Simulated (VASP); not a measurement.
A run of VASP 6.6.1 is set up as follows.

Contents of POSCAR:

```
Si
1.0
    0.0000000000      2.7101415730      2.7101415730
    2.7101415730      0.0000000000      2.7101415730
    2.7101415730      2.7101415730      0.0000000000
Si
2
Direct
    0.0000000000      0.0000000000      0.0000000000
    0.2500000000      0.2500000000      0.2500000000
```

File INCAR.step1:

```
SYSTEM = Si
  ALGO = Normal
  EDIFF = 1E-5
  ENCUT = 520
  GGA = PE
  ISIF = 2
  ISMEAR = 0
  LASPH = .TRUE.
  LREAL = .FALSE.
  LWAVE = .TRUE.
  NBANDS = 11
  NELM = 100
  PREC = Accurate
  SIGMA = 0.01
```

The input INCAR.step2:

```
SYSTEM = Si
  ALGO = Normal
  EDIFF = 1E-6
  ENCUT = 520
  GGA = PE
  HFSCREEN = 0.2079
  ISIF = 2
  ISMEAR = 0
  ISTART = 1
  LASPH = .TRUE.
  LCHARG = .TRUE.
  LELF = .TRUE.
  LHFCALC = .TRUE.
  LREAL = .FALSE.
  LVHAR = .TRUE.
  LWAVE = .FALSE.
  NBANDS = 11
  NELM = 100
  PREC = Accurate
  PRECFOCK = Normal
  SIGMA = 0.01
```

Contents of KPOINTS:

```
k-points
0
G
  6 6 6
  0 0 0
```

Potentials or basis: VASP PAW PBE potentials, release 64 (Si).

Run with:

```console
$ cat potpaw_PBE.64/Si/POTCAR > POTCAR
$ cp INCAR.step1 INCAR
$ mpirun -np 1 vasp_std > vasp.out
$ cp INCAR.step2 INCAR
$ mpirun -np 1 vasp_std > vasp.out
```

(1) What does it give for the band gap on the k mesh?

(2) Predict the pressure.

Results:

(1) 1.28 eV, indirect (least direct gap 3.33 eV).

(2) 0.8 GPa.

Caveat: the cell differs from its parent crystal (strain -0.4%); the PAW data sets were made with another functional, which shifts forces and pressure a little.
